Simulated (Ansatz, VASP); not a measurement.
**BP: VASP beside Ansatz**

Contents of INCAR:

```
SYSTEM = BP
PREC = Accurate
ENCUT = 520
EDIFF = 1E-6
ISMEAR = 0
SIGMA = 0.05
LREAL = .FALSE.
LASPH = .TRUE.
NELM = 80
ALGO = Normal
ISIF = 2
LWAVE = .FALSE.
LCHARG = .TRUE.
GGA = PE
LELF = .TRUE.
LVHAR = .TRUE.
NBANDS = 11
```

Contents of KPOINTS:

```
regular mesh
0
G
  12 12 12
  0 0 0
```

POSCAR

```
BP
1.0
    0.0000000000      2.2941882254      2.2941882254
    2.2941882254      0.0000000000      2.2941882254
    2.2941882254      2.2941882254      0.0000000000
B P
1 1
Direct
    0.0000000000      0.0000000000      0.0000000000
    0.7500000000      0.7500000000      0.7500000000
```

Input for Ansatz:

```yaml
crystal:
  lattice:
    - [0.0, 2.2941882254, 2.2941882254]
    - [2.2941882254, 0.0, 2.2941882254]
    - [2.2941882254, 2.2941882254, 0.0]
  atoms:
    - { symbol: B, position: [0.0, 0.0, 0.0] }
    - { symbol: P, position: [0.75, 0.75, 0.75] }
basis:
  ecutwfc: 520.0
kpoints:
  mp_grid: { grid: [12, 12, 12] }
hamiltonian:
  xc: pbe
scf:
  occupations: { method: gaussian, width: 0.05 }
output:
  forces: true
  stress: true
  eigenvalues: true
```

Alike in both runs: task single point; functional PBE; k mesh 12 × 12 × 12; occupations gaussian, width 0.05 eV; no spin polarisation.

|  | VASP | Ansatz |
| --- | --- | --- |
| version | VASP 6.6.1 | Ansatz 0.2.0 |
| potentials or method | VASP PAW PBE potentials, release 64 (B, P), cutoff 520 eV | scalar-relativistic, plane waves, PAW |
| valence electrons in the cell | 8 | 8 |

|  | VASP | Ansatz | Ansatz less VASP |
| --- | --- | --- | --- |
| gap on the k mesh at the Fermi level (eV) | 1.28 | 1.29 | +0.004 |
| least direct gap on the mesh (eV) | 3.35 | 3.36 | +0.003 |
| pressure (GPa) | -4.2 | -4.1 | +0.20 |
